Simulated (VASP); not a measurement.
# InAs (F-43m) in VASP: notebook

The runs below take InAs through vibrations by perturbation theory, elastic constants, with PBE.

All numbers are computed with VASP 6.6.1; they aren't measurements. Logs are shortened: lines on timing, memory, paths and dates and some standing lists are left out, and cuts for length are marked.

## Step 1: The cell of the first run

It takes space group F-43m (No. 216, cubic). Conventional cell: a = 6.189 Å, b = 6.189 Å, c = 6.189 Å, α = 90.00°, β = 90.00°, γ = 90.00°. Within 3.5 Å of In (site symmetry -43m) lie 4 As at 2.68 Å. Within 3.5 Å of As (site symmetry -43m) lie 4 In at 2.68 Å.

## Step 2: Vibrations by perturbation theory, PBE

Contents of INCAR:

```
  PREC = Accurate
  ENCUT = 520
  EDIFF = 1E-8
  ISMEAR = -1
  SIGMA = 0.15
  LREAL = False
  LASPH = True
  NELM = 60
  ALGO = Normal
  ISIF = 2
  LWAVE = False
  LCHARG = False
  GGA = PE
  NBANDS = 16
  IBRION = 8
  NSW = 1
```

Contents of KPOINTS:

```
Automatic mesh
0
Gamma
  8 8 8
```

Contents of POSCAR:

```
InAs
1.0
    0.0000000000      3.0944000000      3.0944000000
    3.0944000000      0.0000000000      3.0944000000
    3.0944000000      3.0944000000      0.0000000000
In As
1 1
Direct
    0.0000000000      0.0000000000      0.0000000000
    0.2500000000      0.2500000000      0.2500000000
```

Potentials or basis: VASP PAW PBE potentials, release 64 (In_d, As).

The run is started by

```
> cat potpaw_PBE.64/In_d/POTCAR potpaw_PBE.64/As/POTCAR > POTCAR
> mpirun -np 1 vasp_std > vasp.out
```

OUTCAR:

```text
PREC = Accurate
   ENCUT = 520
   EDIFF = 1E-8
   ISMEAR = -1
   LREAL = False
   LASPH = True
   NELM = 60
   ISIF = 2
   GGA = PE
   IBRION = 8
   NSW = 1

 ion  position               nearest neighbor table
   1  0.000  0.000  0.000-   2 2.68   2 2.68   2 2.68   2 2.68
   2  0.250  0.250  0.250-   1 2.68   1 2.68   1 2.68   1 2.68

  LATTYP: Found a face centered cubic cell.
 ALAT       =     6.1888000000

  Lattice vectors:

 A1 = (   0.0000000000,   3.0944000000,   3.0944000000)
 A2 = (   3.0944000000,   0.0000000000,   3.0944000000)
 A3 = (   3.0944000000,   3.0944000000,   0.0000000000)

Analysis of symmetry for initial positions (statically):
=====================================================================
 Subroutine PRICEL returns:
 Original cell was already a primitive cell.

 Routine SETGRP: Setting up the symmetry group for a
 face centered cubic supercell.

 Subroutine GETGRP returns: Found 24 space group operations
 (whereof 24 operations were pure point group operations)
 out of a pool of 48 trial point group operations.

The static configuration has the point symmetry T_d .

Analysis of symmetry for dynamics (positions and initial velocities):
=====================================================================
 Subroutine PRICEL returns:
 Original cell was already a primitive cell.

 Routine SETGRP: Setting up the symmetry group for a
 face centered cubic supercell.

 Subroutine GETGRP returns: Found 24 space group operations
 (whereof 24 operations were pure point group operations)
 out of a pool of 48 trial point group operations.

The dynamic configuration has the point symmetry T_d .

 Subroutine INISYM returns: Found 24 space group operations
 (whereof 24 operations are pure point group operations),
 and found     1 'primitive' translations

----------------------------------------------------------------------------------------

                                     Primitive cell

  volume of cell :      59.2597

  direct lattice vectors                    reciprocal lattice vectors
     0.000000000  3.094400000  3.094400000    -0.161582213  0.161582213  0.161582213
     3.094400000  0.000000000  3.094400000     0.161582213 -0.161582213  0.161582213
     3.094400000  3.094400000  0.000000000     0.161582213  0.161582213 -0.161582213

  length of vectors
     4.376142447  4.376142447  4.376142447     0.279868603  0.279868603  0.279868603

  position of ions in fractional coordinates (direct lattice)
     0.000000000  0.000000000  0.000000000
     0.250000000  0.250000000  0.250000000

  ion indices of the primitive-cell ions
   primitive index   ion index
                 1           1
                 2           2

----------------------------------------------------------------------------------------

 KPOINTS: Automatic mesh

Automatic generation of k-mesh.
 Grid dimensions read from file:
 generate k-points for:    8    8    8

 Generating k-lattice:

  Cartesian coordinates                     Fractional coordinates (reciprocal lattice)
    -0.020197777  0.020197777  0.020197777     0.125000000  0.000000000  0.000000000
     0.020197777 -0.020197777  0.020197777     0.000000000  0.125000000  0.000000000
     0.020197777  0.020197777 -0.020197777     0.000000000  0.000000000  0.125000000

  Length of vectors
     0.034983575  0.034983575  0.034983575

  Shift w.r.t. Gamma in fractional coordinates (k-lattice)
     0.000000000  0.000000000  0.000000000
[... 73 lines left out ...]
  Fermi-wavevector in a.u.,A,eV,Ry     =   1.100473  2.079592 16.477197  1.211040
  Thomas-Fermi vector in A             =   2.236884
   LORBIT       =      0    0 simple, 1 ext, 2 COOP (PROOUT), +10 PAW based schemes
   GGA     = PE    functional components
   LHFCALC =     F    Hartree Fock is set to
   AEXX    =    0.0000 exact exchange contribution
   IVDW    =     0    specifies the selected vdW correction
   LEPSILON=     F    determine dielectric tensor
   LRPA    =     F    only Hartree local field effects (RPA)
 non-spin polarized calculation
  energy-cutoff  :      520.00
  volume of cell :       59.26
 maximum number of plane-waves:      1639
 NGX is ok and might be reduce to    36
   NGX = 17   NGY = 17   NGZ = 17

--------------------------------------- Ionic step        1  -------------------------------------------

 number of electron      17.9999997 magnetization

 Free energy of the ion-electron system (eV)
  ---------------------------------------------------
  ext. energy  EPLUGINS =         0.00000000
  ---------------------------------------------------
  free energy    TOTEN  =        -7.71870300 eV

  energy without entropy =       -7.71305269  energy(sigma->0) =       -7.71587784

 E-fermi :   4.1451     XC(G=0):  -8.7909

 val. band max:        3.8316280674   @ k =   0.0000   0.0000   0.0000
 cond. band min:       4.6408319943   @ k =   0.5000   0.0000   0.0000
 fundamental gap:      0.8092039269
 Fermi energy:         4.1450931012

 k-point     1 :       0.0000    0.0000    0.0000
  band No.  band energies     occupation
      1     -10.4347      2.00000
      2     -10.4347      2.00000
      3     -10.4347      2.00000
      4     -10.3353      2.00000
      5     -10.3353      2.00000
      6      -7.6034      2.00000
[... 433 lines left out ...]
      3     -10.3928      2.00000
      4     -10.3388      2.00000
      5     -10.3292      2.00000
      6      -6.1090      2.00000
[... 8 lines left out ...]
     15      14.0455      0.00000
     16      14.6467      0.00000

 [... further k-points ...]

------------------------ aborting loop because EDIFF is reached ----------------------------------------

  FORCE on cell =-STRESS in cart. coord.  units (eV):
  Direction    XX          YY          ZZ          XY          YZ          ZX
  --------------------------------------------------------------------------------------
  -------------------------------------------------------------------------------------
  Total        0.0071824      0.0071824      0.0071824      0.0000000      0.0000000      0.0000000
  in kB        0.1941879      0.1941879      0.1941879      0.0000000      0.0000000      0.0000000
  external PRESSURE =       0.1941879 kB  Pullay stress =       0.0000000 kB

 VOLUME and BASIS-vectors are now :
 -----------------------------------------------------------------------------
  energy-cutoff  :      520.00
  volume of cell :       59.26
      direct lattice vectors                 reciprocal lattice vectors
     0.000000000  3.094400000  3.094400000    -0.161582213  0.161582213  0.161582213
     3.094400000  0.000000000  3.094400000     0.161582213 -0.161582213  0.161582213
     3.094400000  3.094400000  0.000000000     0.161582213  0.161582213 -0.161582213

 POSITION                                       TOTAL-FORCE (eV/Angst)
 -----------------------------------------------------------------------------------
      0.00000      0.00000      0.00000        -0.000000     -0.000000     -0.000000
      1.54720      1.54720      1.54720         0.000000      0.000000      0.000000
 -----------------------------------------------------------------------------------
    total drift:                               -0.000000     -0.000000     -0.000000

  FREE ENERGIE OF THE ION-ELECTRON SYSTEM (eV)
  ---------------------------------------------------
  free  energy   TOTEN  =        -7.7187029958 eV

  energy  without entropy=       -7.7130526928  energy(sigma->0) =       -7.71587784

[... ionic steps 2 to 3 ...]

--------------------------------------- Ionic step        4  -------------------------------------------

------------------------ aborting loop because EDIFF is reached ----------------------------------------

[... ionic steps 5 to 6 ...]

--------------------------------------- Ionic step        7  -------------------------------------------

 Free energy of the ion-electron system (eV)
  ---------------------------------------------------
  ---------------------------------------------------
  free energy    TOTEN  =        -0.04540515 eV

  energy without entropy =       -0.04540515

------------------------ aborting loop because EDIFF is reached ----------------------------------------

 INTERNAL STRAIN TENSOR  FOR ION    2  DIRECTION 1   (eV/Angst):
 -----------------------------------------------------------------------------
     0.00753  0.00000  0.00000
     0.00000 -0.00179 -6.22242
     0.00000 -6.22242 -0.00179

 INTERNAL STRAIN TENSOR FOR ION    2 for displacements in x,y,z  (eV/Angst):
          X           Y           Z          XY          YZ          ZX
  --------------------------------------------------------------------------------
  x     0.00000    -0.00000    -0.00000     0.00000    -6.22242     0.00000
  y    -0.00000     0.00000    -0.00000     0.00000     0.00000    -6.22242
  z    -0.00000    -0.00000     0.00000    -6.22242     0.00000     0.00000

 SECOND DERIVATIVES (NOT SYMMETRIZED)
 ------------------------------------
               1X          1Y          1Z          2X          2Y          2Z
  1X    -6.589591    0.000000    0.000000    6.589591    0.000000    0.000000
  1Y     0.000000   -6.589591    0.000000    0.000000    6.589591    0.000000
  1Z     0.000000    0.000000   -6.589591    0.000000    0.000000    6.589591
  2X     6.600034    0.000000    0.000000   -6.600034    0.000000    0.000000
  2Y     0.000000    6.600034    0.000000    0.000000   -6.600034    0.000000
  2Z     0.000000    0.000000    6.600034    0.000000    0.000000   -6.600034

 Eigenvectors and eigenvalues of the dynamical matrix
 ----------------------------------------------------

   1 f  =    5.962885 THz    37.465911 2PiTHz  198.900433 cm-1    24.660500 meV
             X         Y         Z           dx          dy          dz
      0.000000  0.000000  0.000000    -0.584841    0.229009    0.000000
      1.547200  1.547200  1.547200     0.724579   -0.283726    0.000000
[... 21 lines left out ...]
   6 f/i=    0.002307 THz     0.014498 2PiTHz    0.076969 cm-1     0.009543 meV
             X         Y         Z           dx          dy          dz
      0.000000  0.000000  0.000000     0.472962   -0.617918    0.000000
      1.547200  1.547200  1.547200     0.381749   -0.498750    0.000000

--------------------------------------------------------------------------------------------------------

 ELASTIC MODULI CONTR FROM IONIC RELAXATION (kBar)
 Direction    XX          YY          ZZ          XY          YZ          ZX
 --------------------------------------------------------------------------------
 XX          -0.0000     -0.0000      0.0000     -0.0000      0.0000     -0.0000
 YY          -0.0000     -0.0000     -0.0000     -0.0000     -0.0000     -0.0000
 ZZ           0.0000     -0.0000     -0.0000      0.0000     -0.0000     -0.0000
 XY          -0.0000     -0.0000      0.0000   -156.1546      0.0000      0.0000
 YZ           0.0000     -0.0000     -0.0000      0.0000   -156.1546     -0.0000
 ZX          -0.0000     -0.0000     -0.0000      0.0000     -0.0000   -156.1546
 --------------------------------------------------------------------------------
```

Run time: 4.3 min. Hardware: 1 thread of AMD EPYC 9R45 (Zen 5), shared host; peak memory 0.37 GiB.

What came out:

```yaml
Highest_phonon_frequency_at_Γ_LO-TO_splitting_left_out: 199 cm⁻¹
```

Phonon frequencies in cm⁻¹ (negative: imaginary):
```csv
q point,frequencies
"(0.000, 0.000, 0.000)",0 0 0 199 199 199
```

Caveat: spin-orbit coupling is left out, which moves the levels of the heavy elements.

## Step 3: Elastic constants, PBE

Contents of INCAR:

```
ALGO = Normal ; EDIFF = 1E-8
ENCUT = 600 ; GGA = PE
IBRION = 6 ; ISIF = 3
ISMEAR = -1 ; LASPH = T
LCHARG = F ; LREAL = F
LWAVE = F ; NELM = 80
NFREE = 2 ; NSW = 1
POTIM = 0.015 ; PREC = Accurate
SIGMA = 0.15
```

Contents of KPOINTS:

```
k-points
0
Gamma
  8 8 8
```

POSCAR is that of step 2.

Potentials or basis: VASP PAW PBE potentials, release 64 (In_d, As).

The run is started by

```
> cat potpaw_PBE.64/In_d/POTCAR potpaw_PBE.64/As/POTCAR > POTCAR
> mpirun -np 1 vasp_std > vasp.out
```

Wall time 13 min (1 thread of AMD EPYC 9R45 (Zen 5), shared host); peak memory 0.38 GiB.

The run converged. Its results:

* Elastic constants C11, C12, C44: 71, 37, 33 GPa
* Voigt bulk modulus: 48 GPa
* Highest phonon frequency at Γ, LO-TO splitting left out: 199 cm⁻¹

Phonon frequencies in cm⁻¹ (negative: imaginary):
```csv
q point,frequencies
"(0.000, 0.000, 0.000)",0 0 0 199 199 199
```

Elastic tensor in Voigt notation (GPa, in the Cartesian axes of the cell as first typed):
```
71 37 37  0  0  0
37 71 37  0  0  0
37 37 71  0  0  0
 0  0  0 33  0  0
 0  0  0  0 33  0
 0  0  0  0  0 33
```

Clamped-ion elastic tensor (GPa):
```
71 37 37  0  0  0
37 71 37  0  0  0
37 37 71  0  0  0
 0  0  0 50  0  0
 0  0  0  0 50  0
 0  0  0  0  0 50
```

Caveat: spin-orbit coupling is left out, which moves the levels of the heavy elements.
